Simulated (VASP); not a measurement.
# MnS (R-3m) in VASP: single point with PBE+U

Aim: the single point of MnS with PBE+U.

Everything below comes from runs of VASP 6.6.1. Logs are shortened: lines on timing, memory, paths and dates and some standing lists are left out, and cuts for length are marked.

### 1 The cell of the first run

The structure is trigonal, space group R-3m (No. 166). The conventional cell has a = 3.586 Å, b = 3.586 Å, c = 8.706 Å, α = 90.00°, β = 90.00°, γ = 120.00°. Mn (site symmetry -3m) has 6 S at 2.53 Å within 3.3 Å. S (site symmetry -3m) has 6 Mn at 2.53 Å within 3.3 Å.

### 2 Single point, PBE+U, collinear spin, antiferromagnetic start (16.16 Å³/atom)

Input file INCAR:

```
PREC = Accurate
ENCUT = 680
EDIFF = 1E-6
ISMEAR = 0
SIGMA = 0.05
LREAL = F
LASPH = T
NELM = 200
ALGO = Normal
ISIF = 2
LWAVE = F
LCHARG = F
ISPIN = 2
MAGMOM = 4.74 -4.74 0 0
LORBIT = 11
LMAXMIX = 4
LDAU = T
LDAUTYPE = 2
LDAUL = 2 -1
LDAUU = 3.9 0
LDAUJ = 0 0
LDAUPRINT = 1
GGA = PE
NBANDS = 33
GGA_COMPAT = F
```

Input file KPOINTS:

```
Automatic mesh
0
Gamma
  8 8 8
```

Input file POSCAR:

```
MnS
1.0
   -2.5056699733     -2.5056699733      5.0414311223
   -5.0414311223     -2.5056699733      2.5056699733
   -2.5056699733     -5.0414311223      2.5056699733
Mn S
2 2
Direct
    0.0000000000      0.0000000000      0.0000000000
    0.5000000000      0.5000000000      0.5000000000
    1.2500000002     -0.7499999998     -0.7499999998
    1.7499999998     -0.2500000002     -0.2500000002
```

Potentials or basis: VASP PAW PBE potentials, release 64 (Mn_sv, S).

Command:

```
$ cat potpaw_PBE.64/Mn_sv/POTCAR potpaw_PBE.64/S/POTCAR > POTCAR
$ mpirun -np 1 vasp_std > vasp.out
```

OUTCAR:

```text
PREC = Accurate
   ENCUT = 680
   EDIFF = 1E-6
   ISMEAR = 0
   LREAL = F
   LASPH = T
   NELM = 200
   ISIF = 2
   ISPIN = 2
   LORBIT = 11
   GGA = PE

 ion  position               nearest neighbor table
   1  0.000  0.000  0.000-   4 2.53   4 2.53   4 2.53   3 2.53   3 2.53   3 2.53
   2  0.500  0.500  0.500-   3 2.53   3 2.53   3 2.53   4 2.53   4 2.53   4 2.53
   3  0.250  0.250  0.250-   1 2.53   1 2.53   1 2.53   2 2.53   2 2.53   2 2.53
   4  0.750  0.750  0.750-   1 2.53   1 2.53   1 2.53   2 2.53   2 2.53   2 2.53

  LATTYP: Found a trigonal (rhomboedric) cell.
 ALAT       =     6.1622067306
 COS(alpha) =     0.8306660032

  Lattice vectors:

 A1 = (  -2.5056699733,  -2.5056699733,   5.0414311223)
 A2 = (  -5.0414311223,  -2.5056699733,   2.5056699733)
 A3 = (  -2.5056699733,  -5.0414311223,   2.5056699733)

Analysis of symmetry for initial positions (statically):
=====================================================================
 Subroutine PRICEL returns following result:

  LATTYP: Found a trigonal (rhomboedric) cell.
 ALAT       =     3.5648618837
 COS(alpha) =     0.4940224234
[... 12 lines left out ...]
 Subroutine GETGRP returns: Found 12 space group operations
 (whereof 12 operations were pure point group operations)
 out of a pool of 12 trial point group operations.

The static configuration has the point symmetry D_3d.

Analysis of symmetry for dynamics (positions and initial velocities):
=====================================================================
 Subroutine PRICEL returns following result:

  LATTYP: Found a trigonal (rhomboedric) cell.
 ALAT       =     3.5648618837
 COS(alpha) =     0.4940224234
[... 12 lines left out ...]
 Subroutine GETGRP returns: Found 12 space group operations
 (whereof 12 operations were pure point group operations)
 out of a pool of 12 trial point group operations.

The dynamic configuration has the point symmetry D_3d.

Analysis of structural, dynamic, and magnetic symmetry:
=====================================================================
 Subroutine PRICEL returns following result:

  LATTYP: Found a trigonal (rhomboedric) cell.
 ALAT       =     3.5648618837
 COS(alpha) =     0.4940224234
[... 12 lines left out ...]
 Subroutine GETGRP returns: Found 12 space group operations
 (whereof 12 operations were pure point group operations)
 out of a pool of 12 trial point group operations.

The overall configuration has the point symmetry D_3d.

 Subroutine INISYM returns: Found 12 space group operations
 (whereof 12 operations are pure point group operations),
 and found     2 'primitive' translations

----------------------------------------------------------------------------------------

                                     Primitive cell

  volume of cell :      32.3201

  direct lattice vectors                    reciprocal lattice vectors
    -2.520715561  0.015045588  2.520715561    -0.197769676  0.196589233  0.197769676
    -2.520715561 -2.520715561 -0.015045588    -0.197769676 -0.197769676 -0.196589233
     0.015045588 -2.520715561  2.520715561     0.196589233 -0.197769676  0.197769676

  length of vectors
     3.564861884  3.564861884  3.564861884     0.341866957  0.341866957  0.341866957

[... 140 lines left out ...]
 -0.0001  0.0160  0.0005  0.0001 -0.0009
  0.0011  0.0005  0.0860  0.0005 -0.0000
 -0.0001  0.0001  0.0005  0.0160  0.0009
 -0.0000 -0.0009 -0.0000  0.0009  0.0860

 occupancies and eigenvectors

  o =  0.0159  v =  0.0000  0.0000  0.0000  0.0000  0.0000 -0.0053  0.7043  0.0001 -0.7096  0.0188      0.0000  0.0000  0.0000  0.0000  0.0000  0.0000  0.0000  0.0000  0.0000  0.0000
  o =  0.0159  v =  0.0000  0.0000  0.0000  0.0000  0.0000 -0.8163 -0.4128  0.0188 -0.4036 -0.0001      0.0000  0.0000  0.0000  0.0000  0.0000  0.0000  0.0000  0.0000  0.0000  0.0000
  o =  0.0161  v =  0.0000  0.0000  0.0000  0.0000  0.0000  0.5774 -0.5774 -0.0000 -0.5774  0.0000      0.0000  0.0000  0.0000  0.0000  0.0000  0.0000  0.0000  0.0000  0.0000  0.0000
  o =  0.0861  v =  0.0000  0.0000  0.0000  0.0000  0.0000 -0.0154 -0.0069 -0.9982 -0.0084 -0.0565      0.0000  0.0000  0.0000  0.0000  0.0000  0.0000  0.0000  0.0000  0.0000  0.0000
  o =  0.0861  v =  0.0000  0.0000  0.0000  0.0000  0.0000  0.0009  0.0137  0.0565 -0.0129 -0.9982      0.0000  0.0000  0.0000  0.0000  0.0000  0.0000  0.0000  0.0000  0.0000  0.0000
  o =  0.8972  v =  0.8107  0.3561  0.0955  0.4547  0.0067  0.0000  0.0000  0.0000  0.0000  0.0000      0.0000  0.0000  0.0000  0.0000  0.0000  0.0000  0.0000  0.0000  0.0000  0.0000
  o =  0.8972  v =  0.0569  0.7306  0.0067 -0.6737 -0.0955  0.0000  0.0000  0.0000  0.0000  0.0000      0.0000  0.0000  0.0000  0.0000  0.0000  0.0000  0.0000  0.0000  0.0000  0.0000
  o =  0.8979  v = -0.5774  0.5774  0.0000  0.5774 -0.0000  0.0000  0.0000  0.0000  0.0000  0.0000      0.0000  0.0000  0.0000  0.0000  0.0000  0.0000  0.0000  0.0000  0.0000  0.0000
  o =  0.9174  v = -0.0043 -0.0698  0.0551  0.0655 -0.9939  0.0000  0.0000  0.0000  0.0000  0.0000      0.0000  0.0000  0.0000  0.0000  0.0000  0.0000  0.0000  0.0000  0.0000  0.0000
  o =  0.9174  v =  0.0781  0.0353 -0.9939  0.0428 -0.0551  0.0000  0.0000  0.0000  0.0000  0.0000      0.0000  0.0000  0.0000  0.0000  0.0000  0.0000  0.0000  0.0000  0.0000  0.0000

atom =   2  type =  1  l = 2

 onsite density matrix

spin component  1

  0.0160 -0.0001  0.0011 -0.0001 -0.0000
 -0.0001  0.0160  0.0005  0.0001 -0.0009
  0.0011  0.0005  0.0860  0.0005 -0.0000
 -0.0001  0.0001  0.0005  0.0160  0.0009
 -0.0000 -0.0009 -0.0000  0.0009  0.0860

spin component  2

  0.8976 -0.0001 -0.0016 -0.0001  0.0000
 -0.0001  0.8976 -0.0008  0.0001  0.0014
 -0.0016 -0.0008  0.9173 -0.0008  0.0000
 -0.0001  0.0001 -0.0008  0.8976 -0.0014
  0.0000  0.0014  0.0000 -0.0014  0.9173

 occupancies and eigenvectors

  o =  0.0159  v =  0.4364  0.8157 -0.0101 -0.3793  0.0159  0.0000  0.0000  0.0000  0.0000  0.0000      0.0000  0.0000  0.0000  0.0000  0.0000  0.0000  0.0000  0.0000  0.0000  0.0000
  o =  0.0159  v = -0.6899  0.0329  0.0159 -0.7229  0.0101  0.0000  0.0000  0.0000  0.0000  0.0000      0.0000  0.0000  0.0000  0.0000  0.0000  0.0000  0.0000  0.0000  0.0000  0.0000
  o =  0.0161  v = -0.5774  0.5774  0.0000  0.5774 -0.0000  0.0000  0.0000  0.0000  0.0000  0.0000      0.0000  0.0000  0.0000  0.0000  0.0000  0.0000  0.0000  0.0000  0.0000  0.0000
  o =  0.0861  v =  0.0153  0.0065  0.9963  0.0088  0.0843  0.0000  0.0000  0.0000  0.0000  0.0000      0.0000  0.0000  0.0000  0.0000  0.0000  0.0000  0.0000  0.0000  0.0000  0.0000
  o =  0.0861  v = -0.0013 -0.0139 -0.0843  0.0126  0.9963  0.0000  0.0000  0.0000  0.0000  0.0000      0.0000  0.0000  0.0000  0.0000  0.0000  0.0000  0.0000  0.0000  0.0000  0.0000
  o =  0.8972  v =  0.0000  0.0000  0.0000  0.0000  0.0000  0.8029  0.2924  0.0946  0.5105  0.0148      0.0000  0.0000  0.0000  0.0000  0.0000  0.0000  0.0000  0.0000  0.0000  0.0000
  o =  0.8972  v =  0.0000  0.0000  0.0000  0.0000  0.0000  0.1259  0.7583  0.0148 -0.6324 -0.0946      0.0000  0.0000  0.0000  0.0000  0.0000  0.0000  0.0000  0.0000  0.0000  0.0000
  o =  0.8979  v =  0.0000  0.0000  0.0000  0.0000  0.0000 -0.5774  0.5774  0.0000  0.5774 -0.0000      0.0000  0.0000  0.0000  0.0000  0.0000  0.0000  0.0000  0.0000  0.0000  0.0000
  o =  0.9174  v =  0.0000  0.0000  0.0000  0.0000  0.0000 -0.0049 -0.0700  0.0619  0.0652 -0.9935      0.0000  0.0000  0.0000  0.0000  0.0000  0.0000  0.0000  0.0000  0.0000  0.0000
  o =  0.9174  v =  0.0000  0.0000  0.0000  0.0000  0.0000  0.0781  0.0348 -0.9935  0.0432 -0.0619      0.0000  0.0000  0.0000  0.0000  0.0000  0.0000  0.0000  0.0000  0.0000  0.0000

 number of electron      41.9999991 magnetization      -0.0000000

 Free energy of the ion-electron system (eV)
  ---------------------------------------------------
  ext. energy  EPLUGINS =         0.00000000
  ---------------------------------------------------
  free energy    TOTEN  =       -25.51711351 eV

  energy without entropy =      -25.51711351  energy(sigma->0) =      -25.51711351

 E-fermi :   8.5060     XC(G=0): -11.0751

 val. band max:        8.1465434543   @ k =   0.5000   0.5000   0.5000
 cond. band min:      10.0861631265   @ k =   0.5000   0.5000   0.0000
 fundamental gap:      1.9396196723
 Fermi energy:         8.5060326896

 spin component 1

 k-point     1 :       0.0000    0.0000    0.0000
  band No.  band energies     occupation
      1     -73.0766      1.00000
      2     -68.2311      1.00000
      3     -41.8406      1.00000
      4     -41.8322      1.00000
      5     -41.8322      1.00000
      6     -37.0738      1.00000
[... 1721 lines left out ...]
     32      16.5465      0.00000
     33      17.1596      0.00000

 [... further k-points ...]

------------------------ aborting loop because EDIFF is reached ----------------------------------------

  FORCE on cell =-STRESS in cart. coord.  units (eV):
  Direction    XX          YY          ZZ          XY          YZ          ZX
  --------------------------------------------------------------------------------------
  -------------------------------------------------------------------------------------
  Total        4.3396370      4.3396370      4.3396370      0.0075513     -0.0075513     -0.0075513
  in kB      107.5626532    107.5626532    107.5626532      0.1871666     -0.1871666     -0.1871666
  external PRESSURE =     107.5626532 kB  Pullay stress =       0.0000000 kB

 VOLUME and BASIS-vectors are now :
 -----------------------------------------------------------------------------
  energy-cutoff  :      680.00
  volume of cell :       64.64
      direct lattice vectors                 reciprocal lattice vectors
    -2.505669973 -2.505669973  5.041431122     0.098294616  0.098294616  0.296064292
    -5.041431122 -2.505669973  2.505669973    -0.296064292  0.098294616 -0.098294616
    -2.505669973 -5.041431122  2.505669973     0.098294616 -0.296064292 -0.098294616

 POSITION                                       TOTAL-FORCE (eV/Angst)
 -----------------------------------------------------------------------------------
      0.00000      0.00000      0.00000         0.000000     -0.000000     -0.000000
     -5.02639     -5.02639      5.02639         0.000000     -0.000000     -0.000000
     -2.51319     -2.51319      2.51319        -0.000000      0.000000      0.000000
     -7.53958     -7.53958      7.53958         0.000000     -0.000000     -0.000000
 -----------------------------------------------------------------------------------
    total drift:                                0.000000     -0.000000      0.000000

  FREE ENERGIE OF THE ION-ELECTRON SYSTEM (eV)
  ---------------------------------------------------
  free  energy   TOTEN  =       -25.5171135096 eV

  energy  without entropy=      -25.5171135096  energy(sigma->0) =      -25.51711351

 total charge

# of ion       s       p       d       tot
------------------------------------------
    1        2.132   6.019   4.724  12.874
    2        2.132   6.019   4.724  12.874
    3        1.321   2.493   0.000   3.814
    4        1.321   2.493   0.000   3.814
--------------------------------------------------
tot          6.905  17.023   9.447  33.376

 magnetization (x)

# of ion       s       p       d       tot
------------------------------------------
    1        0.016   0.013   4.290   4.319
    2       -0.016  -0.013  -4.290  -4.319
    3        0.000   0.000   0.000   0.000
    4        0.000   0.000   0.000   0.000
--------------------------------------------------
tot          0.000   0.000   0.000   0.000
```

Wall time 13 min (1 thread of Intel Xeon Platinum 8488C (Sapphire Rapids), shared host); peak memory 0.66 GiB.

Results:

| Property | Result |
| --- | --- |
| Free energy | -25.5171 eV |
| Pressure | 10.8 GPa |
| Band gap on the k mesh | 1.94 eV |
| Net moment | 0.00 μB per cell |
| Site moments | Mn +4.32, -4.32; S +0.00 μB |
| Valence electrons inside the program's atomic spheres | Mn 12.87; S 3.81 |

Eigenvalues of the final occupation matrices:
```
    site  spin  trace               eigenvalues
site 1 d     1   4.53  0.90 0.90 0.90 0.92 0.92
site 1 d     2   0.22  0.02 0.02 0.02 0.09 0.09
site 2 d     1   0.22  0.02 0.02 0.02 0.09 0.09
site 2 d     2   4.53  0.90 0.90 0.90 0.92 0.92
```

Caveat: the cell stands under pressure; the antiferromagnetic order is the one typed at the start, and another may lie lower. A k mesh can miss the band edges.
